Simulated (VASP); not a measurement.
# AlCu3 (Pm-3m) in VASP: notebook, part 3 of 3

VASP 6.6.1.

## 4. Single point, r2SCAN (10.99 Å³/atom)

This run uses another cell than the first one, of 10.99 Å³/atom.

Input file POSCAR:

```
AlCu3
1.0
    3.5291097940      0.0000000000      0.0000000000
    0.0000000000      3.5291097940      0.0000000000
    0.0000000000      0.0000000000      3.5291097940
Al Cu
1 3
Direct
    0.0000000000      0.0000000000      0.0000000000
    0.5000000000      0.5000000000      0.0000000000
    0.5000000000      0.0000000000      0.5000000000
    0.0000000000      0.5000000000      0.5000000000
```

Input file INCAR.step1:

```
SYSTEM = AlCu3
ALGO = Normal
EDIFF = 1E-4
ENCUT = 520
GGA = PE
ISMEAR = 0
LASPH = .True.
LCHARG = .False.
LREAL = .False.
LWAVE = .True.
NBANDS = 26
NELM = 60
PREC = Accurate
SIGMA = 0.1
```

Input file INCAR.step2:

```
SYSTEM = AlCu3
ALGO = Normal
EDIFF = 1E-7
ENCUT = 520
ISIF = 2
ISMEAR = 0
ISTART = 1
LASPH = .True.
LCHARG = .False.
LMIXTAU = .True.
LREAL = .False.
LWAVE = .False.
METAGGA = R2SCAN
NBANDS = 26
NELM = 60
PREC = Accurate
SIGMA = 0.1
```

Input file KPOINTS:

```
k-points
0
Gamma
  12 12 12
  0 0 0
```

Potentials or basis: VASP PAW PBE potentials, release 64 (Al, Cu).

Command:

```console
cat potpaw_PBE.64/Al/POTCAR potpaw_PBE.64/Cu/POTCAR > POTCAR
cp INCAR.step1 INCAR
mpirun -np 1 vasp_std > vasp.out
cp INCAR.step2 INCAR
mpirun -np 1 vasp_std > vasp.out
```

OUTCAR:

```text
SYSTEM = AlCu3
   EDIFF = 1E-7
   ENCUT = 520
   ISIF = 2
   ISMEAR = 0
   ISTART = 1
   LASPH = .True.
   LREAL = .False.
   METAGGA = R2SCAN
   NELM = 60
   PREC = Accurate

 ion  position               nearest neighbor table
   1  0.000  0.000  0.000-   2 2.50   3 2.50   4 2.50   3 2.50   4 2.50   2 2.50   4 2.50   4 2.50
                             2 2.50   3 2.50   3 2.50   2 2.50
   2  0.500  0.500  0.000-   1 2.50   3 2.50   4 2.50   3 2.50   4 2.50   1 2.50   3 2.50   3 2.50
                             1 2.50   4 2.50   4 2.50   1 2.50
   3  0.500  0.000  0.500-   1 2.50   2 2.50   4 2.50   1 2.50   2 2.50   2 2.50   4 2.50   2 2.50
                             1 2.50   4 2.50   1 2.50   4 2.50
   4  0.000  0.500  0.500-   1 2.50   2 2.50   3 2.50   1 2.50   2 2.50   1 2.50   3 2.50   1 2.50
                             2 2.50   3 2.50   2 2.50   3 2.50

  LATTYP: Found a simple cubic cell.
 ALAT       =     3.5291097940

  Lattice vectors:

 A1 = (   3.5291097940,   0.0000000000,   0.0000000000)
 A2 = (   0.0000000000,   3.5291097940,   0.0000000000)
[... 174 lines left out ...]
  ---------------------------------------------------
  ext. energy  EPLUGINS =         0.00000000
  ---------------------------------------------------
  free energy    TOTEN  =       -39.74946147 eV

  energy without entropy =      -39.74414843  energy(sigma->0) =      -39.74680495

 E-fermi :   9.7383     XC(G=0): -13.9088

 val. band max:        9.6926470701   @ k =   0.4167   0.2500   0.1667
 cond. band min:       9.7387769315   @ k =   0.2500   0.1667   0.1667
 fundamental gap:      0.0461298614
 Fermi energy:         9.7382565094

 k-point     1 :       0.0000    0.0000    0.0000
  band No.  band energies     occupation
      1      -2.1688      2.00000
      2       3.5506      2.00000
      3       4.1870      2.00000
      4       4.1870      2.00000
      5       4.5375      2.00000
      6       4.5375      2.00000
[... 685 lines left out ...]
     25      20.9429      0.00000
     26      21.6514      0.00000

 [... further k-points ...]
[... 5 lines left out ...]
  --------------------------------------------------------------------------------------
  -------------------------------------------------------------------------------------
  Total        4.9191937      4.9191937      4.9191937     -0.0000000      0.0000000      0.0000000
  in kB      179.3118524    179.3118524    179.3118524     -0.0000000      0.0000000      0.0000000
  external PRESSURE =     179.3118524 kB  Pullay stress =       0.0000000 kB

 VOLUME and BASIS-vectors are now :
 -----------------------------------------------------------------------------
  energy-cutoff  :      520.00
  volume of cell :       43.95
      direct lattice vectors                 reciprocal lattice vectors
     3.529109794  0.000000000  0.000000000     0.283357577  0.000000000  0.000000000
     0.000000000  3.529109794  0.000000000     0.000000000  0.283357577  0.000000000
     0.000000000  0.000000000  3.529109794     0.000000000  0.000000000  0.283357577

 POSITION                                       TOTAL-FORCE (eV/Angst)
 -----------------------------------------------------------------------------------
      0.00000      0.00000      0.00000         0.000000      0.000000      0.000000
      1.76455      1.76455      0.00000         0.000000      0.000000      0.000000
      1.76455      0.00000      1.76455         0.000000      0.000000      0.000000
      0.00000      1.76455      1.76455         0.000000      0.000000      0.000000
 -----------------------------------------------------------------------------------
    total drift:                                0.000000      0.000000      0.000000

  FREE ENERGIE OF THE ION-ELECTRON SYSTEM (eV)
  ---------------------------------------------------
  free  energy   TOTEN  =       -39.7494614686 eV

  energy  without entropy=      -39.7441484275  energy(sigma->0) =      -39.74680495
```

OUTCAR.step1:

```text
SYSTEM = AlCu3
   EDIFF = 1E-4
   ENCUT = 520
   GGA = PE
   ISMEAR = 0
[... 929 lines left out ...]
      0.00000      0.00000      0.00000         0.000000      0.000000      0.000000
      1.76455      1.76455      0.00000         0.000000      0.000000      0.000000
      1.76455      0.00000      1.76455         0.000000      0.000000      0.000000
      0.00000      1.76455      1.76455         0.000000      0.000000      0.000000
 -----------------------------------------------------------------------------------
    total drift:                                0.000000      0.000000      0.000000

  FREE ENERGIE OF THE ION-ELECTRON SYSTEM (eV)
  ---------------------------------------------------
  free  energy   TOTEN  =       -15.2260336294 eV

  energy  without entropy=      -15.2204712332  energy(sigma->0) =      -15.22325243
```

OSZICAR.step1:

```text
N       E                     dE             d eps       ncg     rms          rms(c)
DAV:   1     0.252357340481E+03    0.25236E+03   -0.15648E+04  4608   0.224E+03
DAV:   2    -0.445110430771E+00   -0.25280E+03   -0.24174E+03  4368   0.357E+02
DAV:   3    -0.192939414853E+02   -0.18849E+02   -0.18121E+02  4952   0.136E+02
DAV:   4    -0.197170019613E+02   -0.42306E+00   -0.42184E+00  6290   0.237E+01
DAV:   5    -0.197251115073E+02   -0.81095E-02   -0.81087E-02  6776   0.256E+00    0.175E+01
DAV:   6    -0.179800595565E+02    0.17451E+01   -0.39161E+01  5168   0.160E+02    0.104E+01
DAV:   7    -0.152753972734E+02    0.27047E+01   -0.95119E+00  5266   0.736E+01    0.957E-01
DAV:   8    -0.152562230150E+02    0.19174E-01   -0.33169E-01  6384   0.837E+00    0.130E+00
DAV:   9    -0.152259124078E+02    0.30311E-01   -0.54665E-02  5344   0.581E+00    0.745E-02
DAV:  10    -0.152260417514E+02   -0.12934E-03   -0.30410E-03  6064   0.911E-01    0.309E-02
DAV:  11    -0.152260336294E+02    0.81220E-05   -0.11379E-04  3156   0.203E-01
   1 F= -.15226034E+02 E0= -.15223252E+02  d E =-.556240E-02
```

Wall time 3.3 min (1 thread of Intel Xeon Platinum 8559C (Emerald Rapids), shared host); peak memory 0.22 GiB.

What came out:

* Free energy: -39.7495 eV
* Pressure: 17.9 GPa
* Band gap on the k mesh: zero (bands 18 and 19 overlap by 6.21 eV)

Caveat: the cell stands under pressure; the PAW data sets were made with another functional, which shifts forces and pressure a little.

## 5. Single point, r2SCAN (11.35 Å³/atom)

This run uses another cell than the first one, of 11.35 Å³/atom.

Input file POSCAR:

```
AlCu3
1.0
    3.5674726886      0.0000000000      0.0000000000
    0.0000000000      3.5674726886      0.0000000000
    0.0000000000      0.0000000000      3.5674726886
Al Cu
1 3
Direct
    0.0000000000      0.0000000000      0.0000000000
    0.5000000000      0.5000000000      0.0000000000
    0.5000000000      0.0000000000      0.5000000000
    0.0000000000      0.5000000000      0.5000000000
```

Input file INCAR.step1:

```
SYSTEM = AlCu3
PREC = Accurate
ENCUT = 520
ISMEAR = 0
SIGMA = 0.1
LREAL = .FALSE.
LASPH = .TRUE.
NELM = 60
NBANDS = 26
GGA = PE
ALGO = Normal
EDIFF = 1E-4
LWAVE = .TRUE.
LCHARG = .FALSE.
```

Input file INCAR.step2:

```
SYSTEM = AlCu3
PREC = Accurate
ENCUT = 520
EDIFF = 1E-6
ISMEAR = 0
SIGMA = 0.1
LREAL = .FALSE.
LASPH = .TRUE.
NELM = 60
ALGO = Normal
ISIF = 2
LWAVE = .FALSE.
LCHARG = .FALSE.
METAGGA = R2SCAN
LMIXTAU = .TRUE.
NBANDS = 26
ISTART = 1
```

Input file KPOINTS:

```
Automatic mesh
0
G
  12 12 12
  0 0 0
```

Potentials or basis: VASP PAW PBE potentials, release 64 (Al, Cu).

Command:

```console
cat potpaw_PBE.64/Al/POTCAR potpaw_PBE.64/Cu/POTCAR > POTCAR
cp INCAR.step1 INCAR
mpirun -np 1 vasp_std > vasp.out
cp INCAR.step2 INCAR
mpirun -np 1 vasp_std > vasp.out
```

OUTCAR:

```text
SYSTEM = AlCu3
   PREC = Accurate
   ENCUT = 520
   EDIFF = 1E-6
   ISMEAR = 0
   LREAL = .FALSE.
   LASPH = .TRUE.
   NELM = 60
   ISIF = 2
   METAGGA = R2SCAN
   ISTART = 1

 ion  position               nearest neighbor table
   1  0.000  0.000  0.000-   2 2.52   3 2.52   4 2.52   3 2.52   4 2.52   2 2.52   4 2.52   4 2.52
                             2 2.52   3 2.52   3 2.52   2 2.52
   2  0.500  0.500  0.000-   1 2.52   3 2.52   4 2.52   3 2.52   4 2.52   1 2.52   3 2.52   3 2.52
[... 895 lines left out ...]
     26      20.9810      0.00000

 [... further k-points ...]
[... 5 lines left out ...]
  --------------------------------------------------------------------------------------
  -------------------------------------------------------------------------------------
  Total        3.0262654      3.0262654      3.0262654      0.0000000     -0.0000000      0.0000000
  in kB      106.7912398    106.7912398    106.7912398      0.0000000     -0.0000000      0.0000000
  external PRESSURE =     106.7912398 kB  Pullay stress =       0.0000000 kB

 VOLUME and BASIS-vectors are now :
 -----------------------------------------------------------------------------
  energy-cutoff  :      520.00
  volume of cell :       45.40
      direct lattice vectors                 reciprocal lattice vectors
     3.567472689  0.000000000  0.000000000     0.280310485  0.000000000  0.000000000
     0.000000000  3.567472689  0.000000000     0.000000000  0.280310485  0.000000000
     0.000000000  0.000000000  3.567472689     0.000000000  0.000000000  0.280310485

 POSITION                                       TOTAL-FORCE (eV/Angst)
 -----------------------------------------------------------------------------------
      0.00000      0.00000      0.00000         0.000000      0.000000      0.000000
      1.78374      1.78374      0.00000         0.000000      0.000000      0.000000
      1.78374      0.00000      1.78374         0.000000      0.000000      0.000000
      0.00000      1.78374      1.78374         0.000000      0.000000      0.000000
 -----------------------------------------------------------------------------------
    total drift:                                0.000000      0.000000      0.000000

  FREE ENERGIE OF THE ION-ELECTRON SYSTEM (eV)
  ---------------------------------------------------
  free  energy   TOTEN  =       -39.8804014014 eV

  energy  without entropy=      -39.8754097307  energy(sigma->0) =      -39.87790557
```

OSZICAR.step1:

```text
N       E                     dE             d eps       ncg     rms          rms(c)
DAV:   1     0.250954082652E+03    0.25095E+03   -0.15548E+04  4576   0.221E+03
DAV:   2    -0.817457948756E+00   -0.25177E+03   -0.24101E+03  4374   0.355E+02
DAV:   3    -0.193955487856E+02   -0.18578E+02   -0.17631E+02  4972   0.134E+02
DAV:   4    -0.198088496456E+02   -0.41330E+00   -0.41220E+00  6388   0.230E+01
DAV:   5    -0.198158290593E+02   -0.69794E-02   -0.69787E-02  6734   0.242E+00    0.174E+01
DAV:   6    -0.182966023932E+02    0.15192E+01   -0.39989E+01  5134   0.160E+02    0.107E+01
DAV:   7    -0.154583348874E+02    0.28383E+01   -0.98143E+00  5284   0.741E+01    0.903E-01
DAV:   8    -0.154424028106E+02    0.15932E-01   -0.36379E-01  6402   0.896E+00    0.131E+00
DAV:   9    -0.154122857362E+02    0.30117E-01   -0.57415E-02  5364   0.583E+00    0.635E-02
DAV:  10    -0.154124663746E+02   -0.18064E-03   -0.29600E-03  6004   0.872E-01    0.397E-02
DAV:  11    -0.154124484573E+02    0.17917E-04   -0.15408E-04  3290   0.257E-01
   1 F= -.15412448E+02 E0= -.15409825E+02  d E =-.524718E-02
```

It took 2.8 min on 1 thread of Intel Xeon Platinum 8559C (Emerald Rapids), shared host; peak memory 0.22 GiB.

What came out:

* Free energy: -39.8804 eV
* Pressure: 10.7 GPa
* Band gap on the k mesh: zero (bands 18 and 19 overlap by 6.09 eV)

Caveat: the cell stands under pressure; the PAW data sets were made with another functional, which shifts forces and pressure a little.

## 6. Summary

```csv
task,cell,cutoff (eV),gap on the mesh (eV),pressure (GPa)
relaxation of cell and atoms,"relaxed to 60 GPa from a = 3.382 Å, 4 atoms",600,none,60.0
single point,"a = 3.490 Å, 4 atoms",520,none,26.3
single point,"a = 3.529 Å, 4 atoms",520,none,17.9
single point,"a = 3.567 Å, 4 atoms",520,none,10.7
```

Alike in all rows: level r2SCAN; potentials or basis VASP PAW PBE potentials, release 64 (Al, Cu); no spin polarisation; k mesh 12 × 12 × 12; smearing gaussian 0.1 eV.

Caveats: the PAW data sets were made with another functional, which shifts forces and pressure a little; the cell stands under pressure (at least some runs); the cell is relaxed towards a set pressure, so the run minimises the enthalpy, not the energy (at least some runs).

Total energies depend on the potentials used, so only differences within one code and one set of settings carry meaning.
